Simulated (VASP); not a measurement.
# Y2MoH2 in VASP: notebook

The runs below take Y2MoH2 through single point, with r2SCAN.

All numbers are computed with VASP 6.6.1; they aren't measurements. Logs are shortened: lines on timing, memory, paths and dates and some standing lists are left out, and cuts for length are marked.

### Step 1. The cell of the first run

The typed cell holds 5 atoms: a = 3.749 Å, b = 3.749 Å, c = 6.150 Å, α = 90.00°, β = 90.00°, γ = 60.00°.

### Step 2. Single point, r2SCAN

POSCAR reads:

```
Y2MoH2
1.0
    1.8743350000      3.2464400000      0.0000000000
   -1.8743350000      3.2464400000      0.0000000000
    0.0000000000      0.0000000000      6.1499870000
H Y Mo
2 2 1
Direct
    0.3333000000      0.3334000000      0.6070000000
    0.6667000000      0.6666000000      0.3930000000
    0.3333000000      0.3334000000      0.2265000000
    0.6667000000      0.6666000000      0.7735000000
    0.0000000000      0.0000000000      0.0000000000
```

INCAR.step1 reads:

```
SYSTEM = Y2MoH2
PREC = Accurate ; ENCUT = 520
ISMEAR = -1 ; SIGMA = 0.1
LREAL = .FALSE. ; LASPH = .TRUE.
NELM = 80 ; NBANDS = 27
GGA = PE ; ALGO = Normal
EDIFF = 1E-4 ; LWAVE = .TRUE.
LCHARG = .FALSE.
```

INCAR.step2 reads:

```
SYSTEM = Y2MoH2
PREC = Accurate ; ENCUT = 520
EDIFF = 1E-6 ; ISMEAR = -1
SIGMA = 0.1 ; LREAL = .FALSE.
LASPH = .TRUE. ; NELM = 80
ALGO = Normal ; ISIF = 2
LWAVE = .FALSE. ; LCHARG = .FALSE.
METAGGA = R2SCAN ; LMIXTAU = .TRUE.
NBANDS = 27 ; ISTART = 1
```

KPOINTS reads:

```
Automatic mesh
0
G
  6 6 3
  0 0 0
```

Potentials or basis: VASP PAW PBE potentials, release 64 (H, Y_sv, Mo_sv).

The run is started by

```console
$ cat potpaw_PBE.64/H/POTCAR potpaw_PBE.64/Y_sv/POTCAR potpaw_PBE.64/Mo_sv/POTCAR > POTCAR
$ cp INCAR.step1 INCAR
$ mpirun -np 1 vasp_std > vasp.out
$ cp INCAR.step2 INCAR
$ mpirun -np 1 vasp_std > vasp.out
```

OUTCAR:

```text
SYSTEM = Y2MoH2
   PREC = Accurate
   ENCUT = 520
   EDIFF = 1E-6
   ISMEAR = -1
   LREAL = .FALSE.
   LASPH = .TRUE.
   NELM = 80
   ISIF = 2
   METAGGA = R2SCAN
   ISTART = 1

 ion  position               nearest neighbor table
   1  0.333  0.333  0.607-   3 2.34   4 2.39   4 2.39   4 2.39
   2  0.667  0.667  0.393-   4 2.34   3 2.39   3 2.39   3 2.39
   3  0.333  0.333  0.227-   1 2.34   2 2.39   2 2.39   2 2.39   5 2.57   5 2.57   5 2.57   4 3.53
                             4 3.53   4 3.53   4 4.00   4 4.00   4 4.00
   4  0.667  0.667  0.773-   2 2.34   1 2.39   1 2.39   1 2.39   5 2.57   5 2.57   5 2.57   3 3.53
                             3 3.53   3 3.53   3 4.00   3 4.00   3 4.00
   5  0.000  0.000  0.000-   4 2.57   3 2.57   4 2.57   3 2.57   4 2.57   3 2.57

  LATTYP: Found a hexagonal cell.
 ALAT       =     3.7486670119
 C/A-ratio  =     1.6405796995

  Lattice vectors:

 A1 = (   1.8743350000,  -3.2464400000,   0.0000000000)
 A2 = (   1.8743350000,   3.2464400000,   0.0000000000)
 A3 = (   0.0000000000,   0.0000000000,   6.1499870000)

Analysis of symmetry for initial positions (statically):
=====================================================================
 Subroutine PRICEL returns:
 Original cell was already a primitive cell.

 Routine SETGRP: Setting up the symmetry group for a
 hexagonal supercell.

 Subroutine GETGRP returns: Found  4 space group operations
 (whereof  4 operations were pure point group operations)
 out of a pool of 24 trial point group operations.

The static configuration has the point symmetry C_2h.

Analysis of symmetry for dynamics (positions and initial velocities):
=====================================================================
 Subroutine PRICEL returns:
 Original cell was already a primitive cell.

 Routine SETGRP: Setting up the symmetry group for a
 hexagonal supercell.

 Subroutine GETGRP returns: Found  4 space group operations
 (whereof  4 operations were pure point group operations)
 out of a pool of 24 trial point group operations.

The dynamic configuration has the point symmetry C_2h.

 Subroutine INISYM returns: Found  4 space group operations
 (whereof  4 operations are pure point group operations),
 and found     1 'primitive' translations

----------------------------------------------------------------------------------------

                                     Primitive cell

  volume of cell :      74.8443

  direct lattice vectors                    reciprocal lattice vectors
     1.874335000  3.246440000  0.000000000     0.266761278  0.154014859  0.000000000
    -1.874335000  3.246440000  0.000000000    -0.266761278  0.154014859  0.000000000
     0.000000000  0.000000000  6.149987000     0.000000000  0.000000000  0.162601970

  length of vectors
     3.748667012  3.748667012  6.149987000     0.308029473  0.308029473  0.162601970

  position of ions in fractional coordinates (direct lattice)
     0.333300000  0.333400000  0.607000000
     0.666700000  0.666600000  0.393000000
     0.333300000  0.333400000  0.226500000
     0.666700000  0.666600000  0.773500000
     0.000000000  0.000000000  0.000000000

  ion indices of the primitive-cell ions
   primitive index   ion index
                 1           1
                 2           2
                 3           3
                 4           4
                 5           5

----------------------------------------------------------------------------------------

 KPOINTS: Automatic mesh

Automatic generation of k-mesh.
 Grid dimensions read from file:
 generate k-points for:    6    6    3

 Generating k-lattice:

  Cartesian coordinates                     Fractional coordinates (reciprocal lattice)
     0.044460213  0.025669143  0.000000000     0.166666667  0.000000000  0.000000000
    -0.044460213  0.025669143  0.000000000     0.000000000  0.166666667  0.000000000
     0.000000000  0.000000000  0.054200657     0.000000000  0.000000000  0.333333333

  Length of vectors
     0.051338246  0.051338246  0.054200657

  Shift w.r.t. Gamma in fractional coordinates (k-lattice)
     0.000000000  0.000000000  0.000000000

 Subroutine IBZKPT returns following result:
 ===========================================

 Found     34 irreducible k-points:

 Following reciprocal coordinates:
            Coordinates               Weight
  0.000000  0.000000  0.000000      1.000000
  0.166667  0.000000  0.000000      4.000000
  0.000000  0.166667  0.000000      2.000000
  0.333333  0.000000  0.000000      4.000000
  0.000000  0.333333  0.000000      2.000000
  0.500000  0.000000  0.000000      2.000000
[... 16 lines left out ...]
  0.500000  0.000000  0.333333      4.000000
  0.000000  0.500000  0.333333      2.000000
 [... further k-points ...]
   k-points           NKPTS =     34   k-points in BZ     NKDIM =     34   number of bands    NBANDS=     27
   number of dos      NEDOS =    301   number of ions     NIONS =      5
   total plane-waves  NPLWV =  37632
   dimension x,y,z NGX =    28 NGY =   28 NGZ =   48
   dimension x,y,z NGXF=    56 NGYF=   56 NGZF=   96
   ions per type =               2   2   1
   NGX,Y,Z   is equivalent  to a cutoff of  12.42, 12.42, 12.98 a.u.
   NGXF,Y,Z  is equivalent  to a cutoff of  24.83, 24.83, 25.95 a.u.
 SYSTEM =  Y2MoH2
   PREC   = accura    normal or accurate (medium, high low for compatibility)
   ISTART =      1    job   : 0-new  1-cont  2-samecut
   ICHARG =      0    charge: 1-file 2-atom 10-const
   ISPIN  =      1    spin polarized calculation?
   LNONCOLLINEAR =      F non collinear calculations
   LSORBIT =      F    spin-orbit coupling
   LASPH  =      T    aspherical Exc in radial PAW
   ENCUT  =  520.0 eV  38.22 Ry    6.18 a.u.   6.97  6.97 11.43*2*pi/ulx,y,z
   NELM   =     80;   NELMIN=  2; NELMDL=  0     # of ELM steps
   EDIFF  = 0.1E-05   stopping-criterion for ELM
   LREAL  =      F    real-space projection
   EDIFFG = 0.1E-04   stopping-criterion for IOM
   NSW    =      0    number of steps for IOM
   IBRION =     -1    ionic relax: 0-MD 1-quasi-New 2-CG
   NFREE  =      0    steps in history (QN), initial steepest desc. (CG)
   ISIF   =      2    stress and relaxation
   ISYM   =      2    0-nonsym 1-usesym 2-fastsym
   POTIM  = 0.5000    time-step for ionic-motion
   TEBEG  =    0.0;   TEEND  =   0.0 temperature during run
   PSTRESS=    0.0 pullay stress
   NELECT =      38.0000    total number of electrons
   NUPDOWN=      -1.0000    fix difference up-down
   EMIN   =  10.00;   EMAX   =-10.00  energy-range for DOS
   EFERMI =   0.00;   METHOD = LEGACY
   ISMEAR =    -1;   SIGMA  =   0.10  broadening in eV -4-tet -1-fermi 0-gaus
   EFERMI_NEDOS =   21; number of points for ismear=-14 and -15
   IALGO  =     38    algorithm
   IMIX   =      4    mixing-type and parameters
     AMIX     =   0.40;   BMIX     =  1.00
     AMIX_MAG =   1.60;   BMIX_MAG =  1.00
  volume/ion in A,a.u.               =      14.97       101.01
  Fermi-wavevector in a.u.,A,eV,Ry     =   1.306020  2.468020 23.207291  1.705688
  Thomas-Fermi vector in A             =   2.436850
   LORBIT       =      0    0 simple, 1 ext, 2 COOP (PROOUT), +10 PAW based schemes
   METAGGA = R2SCAN    functional components
   LHFCALC =     F    Hartree Fock is set to
   AEXX    =    0.0000 exact exchange contribution
   IVDW    =     0    specifies the selected vdW correction
   LEPSILON=     F    determine dielectric tensor
   LRPA    =     F    only Hartree local field effects (RPA)
 non-spin polarized calculation
  energy-cutoff  :      520.00
  volume of cell :       74.84
 maximum number of plane-waves:      2027
   NGX = 13   NGY = 13   NGZ = 23

 number of electron      37.9999999 magnetization

 Free energy of the ion-electron system (eV)
  ---------------------------------------------------
  ext. energy  EPLUGINS =         0.00000000
  ---------------------------------------------------
  free energy    TOTEN  =       -70.15672681 eV

  energy without entropy =      -69.98929158  energy(sigma->0) =      -70.07300920

 E-fermi :   4.8188     XC(G=0): -11.4018

 val. band max:        4.8094274233   @ k =   0.3333   0.5000   0.3333
 cond. band min:       4.8413321556   @ k =   0.0000  -0.3333   0.3333
 fundamental gap:      0.0319047323
 Fermi energy:         4.8188399660

 k-point     1 :       0.0000    0.0000    0.0000
  band No.  band energies     occupation
      1     -56.3475      2.00000
      2     -37.9748      2.00000
      3     -37.9718      2.00000
      4     -30.0480      2.00000
      5     -30.0478      2.00000
      6     -29.8647      2.00000
[... 19 lines left out ...]
     26      10.6447      0.00000
     27      11.6931      0.00000

 k-point     2 :       0.1667    0.0000    0.0000
  band No.  band energies     occupation
      1     -56.3449      2.00000
      2     -37.9789      2.00000
      3     -37.9607      2.00000
      4     -30.0574      2.00000
      5     -30.0520      2.00000
      6     -29.8871      2.00000
[... 19 lines left out ...]
     26      10.7146      0.00000
     27      11.2670      0.00000

 k-point     3 :       0.0000    0.1667    0.0000
  band No.  band energies     occupation
      1     -56.3449      2.00000
      2     -37.9789      2.00000
      3     -37.9607      2.00000
      4     -30.0573      2.00000
      5     -30.0521      2.00000
      6     -29.8871      2.00000
[... 19 lines left out ...]
     26      10.7154      0.00000
     27      11.2675      0.00000

 k-point     4 :       0.3333    0.0000    0.0000
  band No.  band energies     occupation
      1     -56.3398      2.00000
      2     -37.9870      2.00000
      3     -37.9385      2.00000
      4     -30.0762      2.00000
      5     -30.0654      2.00000
      6     -29.9266      2.00000
[... 19 lines left out ...]
     26      10.1782      0.00000
     27      10.4877      0.00000
[... 516 lines left out ...]
      4     -30.0761      2.00000
      5     -30.0654      2.00000
      6     -29.9265      2.00000
[... 19 lines left out ...]
     26      10.4536      0.00000
     27      10.9386      0.00000

 k-point    23 :       0.5000    0.0000    0.3333
  band No.  band energies     occupation
      1     -56.3373      2.00000
      2     -37.9888      2.00000
      3     -37.9296      2.00000
      4     -30.0856      2.00000
      5     -30.0759      2.00000
      6     -29.9425      2.00000
[... 19 lines left out ...]
     26      10.4600      0.00000
     27      10.4797      0.00000

 k-point    24 :       0.0000    0.5000    0.3333
  band No.  band energies     occupation
      1     -56.3373      2.00000
      2     -37.9888      2.00000
      3     -37.9296      2.00000
      4     -30.0855      2.00000
      5     -30.0760      2.00000
      6     -29.9425      2.00000
[... 19 lines left out ...]
     26      10.4599      0.00000
     27      10.4799      0.00000

 [... further k-points ...]
[... 5 lines left out ...]
  --------------------------------------------------------------------------------------
  -------------------------------------------------------------------------------------
  Total        7.5383427      7.5352196     14.0521393     -0.0026908     -0.0012431      0.0021530
  in kB      161.3718105    161.3049546    300.8113651     -0.0576019     -0.0266101      0.0460885
  external PRESSURE =     207.8293768 kB  Pullay stress =       0.0000000 kB

 VOLUME and BASIS-vectors are now :
 -----------------------------------------------------------------------------
  energy-cutoff  :      520.00
  volume of cell :       74.84
      direct lattice vectors                 reciprocal lattice vectors
     1.874335000  3.246440000  0.000000000     0.266761278  0.154014859  0.000000000
    -1.874335000  3.246440000  0.000000000    -0.266761278  0.154014859  0.000000000
     0.000000000  0.000000000  6.149987000     0.000000000  0.000000000  0.162601970

 POSITION                                       TOTAL-FORCE (eV/Angst)
 -----------------------------------------------------------------------------------
     -0.00019      2.16440      3.73304         0.000488     -0.000282      0.204307
      0.00019      4.32848      2.41694        -0.000488      0.000282     -0.204307
     -0.00019      2.16440      1.39297         0.001505     -0.000869      5.515870
      0.00019      4.32848      4.75701        -0.001505      0.000869     -5.515870
      0.00000      0.00000      0.00000         0.000000      0.000000      0.000000
 -----------------------------------------------------------------------------------
    total drift:                                0.000000      0.000000     -0.000000

  FREE ENERGIE OF THE ION-ELECTRON SYSTEM (eV)
  ---------------------------------------------------
  free  energy   TOTEN  =       -70.1567268125 eV

  energy  without entropy=      -69.9892915847  energy(sigma->0) =      -70.07300920
```

Run time: 2.8 min. Hardware: 1 thread of AMD EPYC 9R45 (Zen 5), shared host; peak memory 0.22 GiB.

What came out:

```
Free energy            : -70.1567 eV
Pressure               : 20.8 GPa
Largest force          : 5.516 eV/Å
Band gap on the k mesh : zero (bands 19 and 20 overlap by 0.99 eV)
```

Forces in eV/Å, atoms in the order of the input:
```
H    0.000  0.000  0.204
H    0.000  0.000 -0.204
Y    0.002 -0.001  5.516
Y   -0.002  0.001 -5.516
Mo   0.000  0.000  0.000
```

Caveat: the stress differs along the axes, from 16 to 30 GPa; the PAW data sets were made with another functional, which shifts forces and pressure a little.

[end of part 1 of 2]

The gap in the log of VASP goes by the Fermi energy; the results here count the filled bands.